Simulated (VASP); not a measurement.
# AlN (P6_3mc) in VASP: notebook

AlN is run at these levels: PBE; tasks: single point.

Program: VASP 6.6.1. These are calculated values, not measurements. Logs are shortened: lines on timing, memory, paths and dates and some standing lists are left out, and cuts for length are marked.

### Step 1. The cell of the first run

It takes space group P6_3mc (No. 186, hexagonal). The conventional cell has a = 3.169 Å, b = 3.169 Å, c = 5.078 Å, α = 90.00°, β = 90.00°, γ = 120.00°. Within 2.6 Å of Al (site symmetry 3m) lie 4 N at 1.93 to 1.94 Å. N (site symmetry 3m) has 4 Al at 1.93 to 1.94 Å within 2.6 Å.

### Step 2. Single point, PBE (strain +2.0%)

File INCAR:

```
PREC = Accurate
ENCUT = 520
EDIFF = 1E-7
ISMEAR = 0
SIGMA = 0.01
LREAL = F
LASPH = T
NELM = 100
ALGO = Normal
ISIF = 2
LWAVE = F
LCHARG = T
GGA = PE
LELF = T
LVHAR = T
NBANDS = 16
```

File KPOINTS:

```
Automatic mesh
0
Gamma
  6 6 4
```

File POSCAR:

```
AlN
1.0
    3.1688276354      0.0000000000      0.0000000000
   -1.5844138177      2.7442852324      0.0000000000
    0.0000000000      0.0000000000      5.0781633830
Al N
2 2
Direct
    0.3333333333      0.6666666667     -0.0031000782
    0.6666666667      0.3333333333      0.4968999218
    0.3333333333      0.6666666667      0.3781000782
    0.6666666667      0.3333333333      0.8781000782
```

Potentials or basis: VASP PAW PBE potentials, release 64 (Al, N).

Command:

```
$ cat potpaw_PBE.64/Al/POTCAR potpaw_PBE.64/N/POTCAR > POTCAR
$ mpirun -np 1 vasp_std > vasp.out
```

OUTCAR:

```text
PREC = Accurate
   ENCUT = 520
   EDIFF = 1E-7
   ISMEAR = 0
   LREAL = F
   LASPH = T
   NELM = 100
   ISIF = 2
   GGA = PE

 ion  position               nearest neighbor table
   1  0.333  0.667  0.997-   4 1.93   4 1.93   4 1.93   3 1.94   2 3.13   2 3.13   2 3.13   2 3.13
                             2 3.13   2 3.13
   2  0.667  0.333  0.497-   3 1.93   3 1.93   3 1.93   4 1.94   1 3.13   1 3.13   1 3.13   1 3.13
                             1 3.13   1 3.13
   3  0.333  0.667  0.378-   2 1.93   2 1.93   2 1.93   1 1.94
   4  0.667  0.333  0.878-   1 1.93   1 1.93   1 1.93   2 1.94

  LATTYP: Found a hexagonal cell.
 ALAT       =     3.1688276354
 C/A-ratio  =     1.6025369529

  Lattice vectors:

 A1 = (   3.1688276354,   0.0000000000,   0.0000000000)
 A2 = (  -1.5844138177,   2.7442852324,   0.0000000000)
 A3 = (   0.0000000000,   0.0000000000,   5.0781633830)

Analysis of symmetry for initial positions (statically):
=====================================================================
 Subroutine PRICEL returns:
 Original cell was already a primitive cell.

 Routine SETGRP: Setting up the symmetry group for a
 hexagonal supercell.

 Subroutine GETGRP returns: Found 12 space group operations
 (whereof  6 operations were pure point group operations)
 out of a pool of 24 trial point group operations.

The static configuration has the point symmetry C_3v.
 The point group associated with its full space group is C_6v.

Analysis of symmetry for dynamics (positions and initial velocities):
=====================================================================
 Subroutine PRICEL returns:
 Original cell was already a primitive cell.

 Routine SETGRP: Setting up the symmetry group for a
 hexagonal supercell.

 Subroutine GETGRP returns: Found 12 space group operations
 (whereof  6 operations were pure point group operations)
 out of a pool of 24 trial point group operations.

The dynamic configuration has the point symmetry C_3v.
 The point group associated with its full space group is C_6v.

 Subroutine INISYM returns: Found 12 space group operations
 (whereof  6 operations are pure point group operations),
 and found     1 'primitive' translations

[... 93 lines left out ...]
   NELM   =    100;   NELMIN=  2; NELMDL= -5     # of ELM steps
   EDIFF  = 0.1E-06   stopping-criterion for ELM
   LREAL  =      F    real-space projection
   EDIFFG = 0.1E-05   stopping-criterion for IOM
   NSW    =      0    number of steps for IOM
   IBRION =     -1    ionic relax: 0-MD 1-quasi-New 2-CG
   NFREE  =      0    steps in history (QN), initial steepest desc. (CG)
   ISIF   =      2    stress and relaxation
   ISYM   =      2    0-nonsym 1-usesym 2-fastsym
   POTIM  = 0.5000    time-step for ionic-motion
   TEBEG  =    0.0;   TEEND  =   0.0 temperature during run
   PSTRESS=    0.0 pullay stress
   NELECT =      16.0000    total number of electrons
   NUPDOWN=      -1.0000    fix difference up-down
   EMIN   =  10.00;   EMAX   =-10.00  energy-range for DOS
   EFERMI =   0.00;   METHOD = LEGACY
   ISMEAR =     0;   SIGMA  =   0.01  broadening in eV -4-tet -1-fermi 0-gaus
   EFERMI_NEDOS =   21; number of points for ismear=-14 and -15
   IALGO  =     38    algorithm
   IMIX   =      4    mixing-type and parameters
     AMIX     =   0.40;   BMIX     =  1.00
     AMIX_MAG =   1.60;   BMIX_MAG =  1.00
  volume/ion in A,a.u.               =      11.04        74.50
  Fermi-wavevector in a.u.,A,eV,Ry     =   1.167087  2.205475 18.532395  1.362093
  Thomas-Fermi vector in A             =   2.303592
   LORBIT       =      0    0 simple, 1 ext, 2 COOP (PROOUT), +10 PAW based schemes
   GGA     = PE    functional components
   LHFCALC =     F    Hartree Fock is set to
   AEXX    =    0.0000 exact exchange contribution
   IVDW    =     0    specifies the selected vdW correction
   LEPSILON=     F    determine dielectric tensor
   LRPA    =     F    only Hartree local field effects (RPA)
 non-spin polarized calculation
 Gauss-broadening in eV      SIGMA  =   0.01
  energy-cutoff  :      520.00
  volume of cell :       44.16
 maximum number of plane-waves:      1201
 NGX is ok and might be reduce to    24
   NGX = 11   NGY = 11   NGZ = 19

 number of electron      16.0000002 magnetization

 Free energy of the ion-electron system (eV)
  ---------------------------------------------------
  ext. energy  EPLUGINS =         0.00000000
  ---------------------------------------------------
  free energy    TOTEN  =       -29.74385177 eV

  energy without entropy =      -29.74385177  energy(sigma->0) =      -29.74385177

 E-fermi :   5.6791     XC(G=0): -10.6702

 val. band max:        5.6213603029   @ k =   0.0000   0.0000   0.0000
 cond. band min:       9.3543020551   @ k =   0.0000   0.0000   0.0000
 fundamental gap:      3.7329417522
 Fermi energy:         5.6790712628

 k-point     1 :       0.0000    0.0000    0.0000
  band No.  band energies     occupation
      1      -9.2295      2.00000
      2      -7.2535      2.00000
      3      -0.1221      2.00000
      4       4.7980      2.00000
      5       4.7980      2.00000
      6       5.4327      2.00000
[... 376 lines left out ...]
      3       0.9398      2.00000
      4       0.9398      2.00000
      5       1.9691      2.00000
      6       1.9691      2.00000
[... 8 lines left out ...]
     15      19.1227      0.00000
     16      19.1227      0.00000

------------------------ aborting loop because EDIFF is reached ----------------------------------------

  FORCE on cell =-STRESS in cart. coord.  units (eV):
  Direction    XX          YY          ZZ          XY          YZ          ZX
  --------------------------------------------------------------------------------------
  -------------------------------------------------------------------------------------
  Total       -1.9512957     -1.9512957     -1.7451444      0.0000000      0.0000000      0.0000000
  in kB      -70.7944370    -70.7944370    -63.3151184      0.0000000      0.0000000      0.0000000
  external PRESSURE =     -68.3013308 kB  Pullay stress =       0.0000000 kB

 VOLUME and BASIS-vectors are now :
 -----------------------------------------------------------------------------
  energy-cutoff  :      520.00
  volume of cell :       44.16
      direct lattice vectors                 reciprocal lattice vectors
     3.168827635  0.000000000  0.000000000     0.315574122  0.182196805  0.000000000
    -1.584413818  2.744285232  0.000000000     0.000000000  0.364393609  0.000000000
     0.000000000  0.000000000  5.078163383     0.000000000  0.000000000  0.196921588

 POSITION                                       TOTAL-FORCE (eV/Angst)
 -----------------------------------------------------------------------------------
     -0.00000      1.82952      5.06242         0.000000      0.000000     -0.009613
      1.58441      0.91476      2.52334        -0.000000     -0.000000     -0.009613
     -0.00000      1.82952      1.92005        -0.000000     -0.000000      0.009613
      1.58441      0.91476      4.45914         0.000000      0.000000      0.009613
 -----------------------------------------------------------------------------------
    total drift:                               -0.000000      0.000000      0.000090

  FREE ENERGIE OF THE ION-ELECTRON SYSTEM (eV)
  ---------------------------------------------------
  free  energy   TOTEN  =       -29.7438517709 eV

  energy  without entropy=      -29.7438517709  energy(sigma->0) =      -29.74385177
```

OSZICAR:

```text
N       E                     dE             d eps       ncg     rms          rms(c)
DAV:   1     0.410114188285E+02    0.41011E+02   -0.72854E+03   680   0.892E+02
DAV:   2    -0.308107788634E+02   -0.71822E+02   -0.66922E+02   976   0.184E+02
DAV:   3    -0.342714018117E+02   -0.34606E+01   -0.34518E+01   800   0.417E+01
DAV:   4    -0.342931135620E+02   -0.21712E-01   -0.21710E-01   856   0.374E+00
DAV:   5    -0.342934091208E+02   -0.29556E-03   -0.29556E-03   832   0.437E-01    0.118E+01
DAV:   6    -0.297250357681E+02    0.45684E+01   -0.10718E+01   800   0.234E+01    0.404E+00
DAV:   7    -0.297558192379E+02   -0.30783E-01   -0.62728E-01   712   0.559E+00    0.287E+00
DAV:   8    -0.297489254295E+02    0.68938E-02   -0.66480E-02   768   0.238E+00    0.673E-01
DAV:   9    -0.297432709578E+02    0.56545E-02   -0.12915E-02   856   0.839E-01    0.262E-01
DAV:  10    -0.297439495523E+02   -0.67859E-03   -0.25944E-03   728   0.319E-01    0.147E-01
DAV:  11    -0.297438485199E+02    0.10103E-03   -0.20535E-04   824   0.109E-01    0.371E-02
DAV:  12    -0.297438519876E+02   -0.34676E-05   -0.14115E-05   704   0.298E-02    0.727E-03
DAV:  13    -0.297438517805E+02    0.20710E-06   -0.51780E-06   792   0.172E-02    0.593E-03
DAV:  14    -0.297438517709E+02    0.95187E-08   -0.39349E-07   768   0.530E-03
   1 F= -.29743852E+02 E0= -.29743852E+02  d E =-.134477E-18
```

stdout:

```text
POSCAR found type information on POSCAR AlN
 POSCAR found :  2 types and       4 ions
 scaLAPACK will be used
 LDA part: xc-table for (Slater+PW92), standard interpolation
 POSCAR, INCAR and KPOINTS ok, starting setup
 FFT: planning ... GRIDC
 FFT: planning ... GRID_SOFT
 FFT: planning ... GRID
 WAVECAR not read
 entering main loop
```

Wall time 14 s (1 thread of Intel Xeon 8259CL, shared host); peak memory 0.16 GiB.

Results:

```
Free energy            : -29.7439 eV
Pressure               : -6.8 GPa
Largest force          : 0.010 eV/Å
Band gap on the k mesh : 3.73 eV, direct
```

Forces in eV/Å, atoms in the order of the input:
```
Al   0.000  0.000 -0.010
Al   0.000  0.000 -0.010
N    0.000  0.000  0.010
N    0.000  0.000  0.010
```

Stress tensor (GPa, compression positive):
```
-7.08  0.00  0.00
 0.00 -7.08  0.00
 0.00  0.00 -6.33
```

Caveat: the cell differs from its parent crystal (strain +2.0%).

### Step 3. Single point, PBE (strain +3.0%)

File INCAR:

```
SYSTEM = AlN
ALGO = Normal
EDIFF = 1E-6
ENCUT = 520
GGA = PE
ISIF = 2
ISMEAR = 0
LASPH = .True.
LCHARG = .True.
LELF = .True.
LREAL = .False.
LVHAR = .True.
LWAVE = .False.
NBANDS = 16
NELM = 100
PREC = Accurate
SIGMA = 0.01
```

File KPOINTS:

```
k-points
0
Gamma
  6 6 4
  0 0 0
```

File POSCAR:

```
AlN
1.0
    3.1998945730      0.0000000000      0.0000000000
   -1.5999472865      2.7711899896      0.0000000000
    0.0000000000      0.0000000000      5.1279492985
Al N
2 2
Direct
    0.3333333333      0.6666666667     -0.0029868361
    0.6666666667      0.3333333333      0.4970131639
    0.3333333333      0.6666666667      0.3779868361
    0.6666666667      0.3333333333      0.8779868361
```

Potentials or basis: VASP PAW PBE potentials, release 64 (Al, N).

Command:

```
$ cat potpaw_PBE.64/Al/POTCAR potpaw_PBE.64/N/POTCAR > POTCAR
$ mpirun -np 1 vasp_std > vasp.out
```

It took 17 s on 1 thread of Intel Xeon 8259CL, shared host; peak memory 0.15 GiB.

The run converged. Its results:

- Free energy: -29.6692 eV
- Pressure: -11.4 GPa
- Largest force: 0.010 eV/Å
- Band gap on the k mesh: 3.49 eV, direct

Forces on the atoms (eV/Å):
```
Al   0.000  0.000 -0.010
Al   0.000  0.000 -0.010
N    0.000  0.000  0.010
N    0.000  0.000  0.010
```

Stress tensor (GPa, compression positive):
```
-11.79   0.00   0.00
  0.00 -11.79   0.00
  0.00   0.00 -10.69
```

Levels at points of the mesh, in eV from the valence-band top:
```
           k point  band 6  band 7  band 8  band 9  band 10  band 11
(0.00, 0.00, 0.00)   -0.18   -0.18    0.00    3.49     5.95     9.94
(0.50, 0.00, 0.00)   -1.96   -1.65   -0.65    5.54     5.62     7.47
(0.00, 0.00, 0.50)   -0.50   -0.50   -0.50    5.76     5.76     9.65
(0.50, 0.00, 0.50)   -1.37   -1.28   -1.28    5.02     5.02     8.74
```

Caveat: the cell differs from its parent crystal (strain +3.0%).
